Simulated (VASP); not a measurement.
Set up this calculation in VASP 6.6.1, as the native input.

```yaml
Task: single point
Functional: PBEsol
Potentials_or_basis: VASP PAW PBE potentials, release 64 (Cr_pv, O)
Cutoff: 600 eV
k_mesh: 3 × 3 × 4
Occupations: fermi-dirac, width 0.15 eV
Spin: collinear spin, ferromagnetic start
Starting_moments: "[2.1, 2.1, 0.0, 0.0, 0.0, 0.0] μB"
Hubbard_terms: Cr d U = 4.9 eV, J = 0.9 eV
Dipole_correction: no
LDAUTYPE: 1
Hund's_J: 0.9
Further_INCAR_settings: ALGO = Normal; EDIFF = 1e-06; NBANDS = 37
```

The structure of CrO2 lies in POSCAR:

```
CrO2
1.0
    4.4480510100      0.0000000000      0.0000000000
    0.0000000000      4.5292350100      0.0000000000
    0.0000000000      0.0000000000      2.9859640000
Cr O
2 4
Direct
    0.5000000000      0.5000000000      0.5000000000
    0.0000000000      0.0000000000      0.0000000000
    0.7929690000      0.1898170000      0.5000000000
    0.2070310000      0.8101830000      0.5000000000
    0.2929690000      0.3101830000      0.0000000000
    0.7070310000      0.6898170000      0.0000000000
```

The input as run:

INCAR

```
ALGO     = Normal         # electronic algorithm
EDIFF    = 1E-6           # SCF threshold, eV
ENCUT    = 600            # plane-wave cutoff, eV
GGA      = PS             # functional
GGA_COMPAT= False        
ISIF     = 2              # what is computed and relaxed
ISMEAR   = -1             # smearing method
ISPIN    = 2              # spin polarisation
LASPH    = True           # aspherical terms in the spheres
LCHARG   = True           # write CHGCAR
LDAU     = True           # DFT+U
LDAUJ    = 0.9 0        
LDAUL    = 2 -1           # shell
LDAUPRINT= 1            
LDAUTYPE = 1            
LDAUU    = 4.9 0          # U, eV
LELF     = True           # ELF
LMAXMIX  = 4              # l up to which the mixer works
LORBIT   = 11             # projections on sites
LREAL    = False          # projectors in reciprocal space
LVHAR    = True         
LWAVE    = False          # write WAVECAR
MAGMOM   = 2.1 2.1 0 0 0 0 # initial moments
NBANDS   = 37             # bands
NELM     = 200            # most SCF steps
PREC     = Accurate       # precision mode
SIGMA    = 0.15           # smearing width, eV
```

KPOINTS

```
k-points
0
Gamma
  3 3 4
```

Potentials or basis: VASP PAW PBE potentials, release 64 (Cr_pv, O).

Run with:

```sh
$ cat potpaw_PBE.64/Cr_pv/POTCAR potpaw_PBE.64/O/POTCAR > POTCAR
$ mpirun -np 1 vasp_std > vasp.out
```

Results of the run:

The pressure is -7.5 GPa and the largest force is 0.103 eV/Å. The band gap on the k mesh is zero (filled and empty bands overlap) and the net moment is 4.00 μB per cell. The site moments are Cr +2.45; O -0.22 μB. The valence electrons inside the program's atomic spheres are Cr 10.70; O 4.99.

Caveat: the k points lie up to 0.53 Å⁻¹ apart; the PAW data sets were made with another functional, which shifts forces and pressure a little; the run started ferromagnetic, and an antiferromagnetic order may lie lower in energy.

Run time: 48 s on 1 thread of Intel(R) Xeon(R) Platinum 8488C (Sapphire Rapids), on a shared host, peak memory 0.22 GiB.
